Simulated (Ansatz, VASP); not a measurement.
W in VASP and in Ansatz

File INCAR:

```
PREC = Accurate
ENCUT = 520
EDIFF = 1E-6
ISMEAR = 0
SIGMA = 0.15
LREAL = F
LASPH = T
NELM = 80
ALGO = Fast
ISIF = 2
LWAVE = F
LCHARG = F
GGA = CA
NBANDS = 13
```

File KPOINTS:

```
Automatic mesh
0
Gamma
  22 22 22
```

File POSCAR:

```
W
1.0
    0.0000000000      2.1025328563      1.8016604046
    2.1025328563      0.0000000000      1.8016604046
    2.1025328563      2.1025328563      0.0000000000
W
1
Direct
    0.0000000000      0.0000000000      0.0000000000
```

Input for Ansatz:

```yaml
crystal:
  lattice:
    - [0.0, 2.1025328563, 1.8016604046]
    - [2.1025328563, 0.0, 1.8016604046]
    - [2.1025328563, 2.1025328563, 0.0]
  atoms:
    - { symbol: W, position: [0.0, 0.0, 0.0] }
basis:
  ecutwfc: 420
kpoints:
  mp_grid: { grid: [22, 22, 22] }
hamiltonian:
  xc: lda
  pseudopotentials: { kind: paw, azcp: { folder: soft_1 } }
scf:
  occupations: { method: gaussian, width: 0.15 }
output:
  forces: true
  stress: true
  eigenvalues: true
  write_density: true
  write_potential: true
  elf: true
  volumetric_format: npy
```

Alike in both runs: task single point; functional LDA; k mesh 22 × 22 × 22; occupations gaussian, width 0.15 eV; no spin polarisation.

|  | VASP | Ansatz |
| --- | --- | --- |
| version | VASP 6.6.1 | Ansatz 0.2.0 |
| potentials or method | VASP PAW LDA potentials, release 64 (W_sv), cutoff 520 eV | scalar-relativistic, plane waves, PAW |
| valence electrons in the cell | 14 | 14 |

Ansatz gave:

| Quantity | Value |
| --- | --- |
| gap on the k mesh at the Fermi level (eV) | none |
| pressure (GPa) | -6.3 |
| traceless stress, the component that is largest in VASP (GPa) | -20.62 |

Estimate VASP's values.

gap on the k mesh at the Fermi level (eV): none; pressure (GPa): -4.7; traceless stress, the component that is largest in VASP (GPa): -20.70.

Ansatz warns that its potentials were made for another functional, while VASP's fit it. LDA's correlation is that of Perdew and Zunger in VASP and of Perdew and Wang (1992) in Ansatz. A gap of «none» marks a metal or a gap that the smearing closes.

Spin-orbit coupling is off throughout.
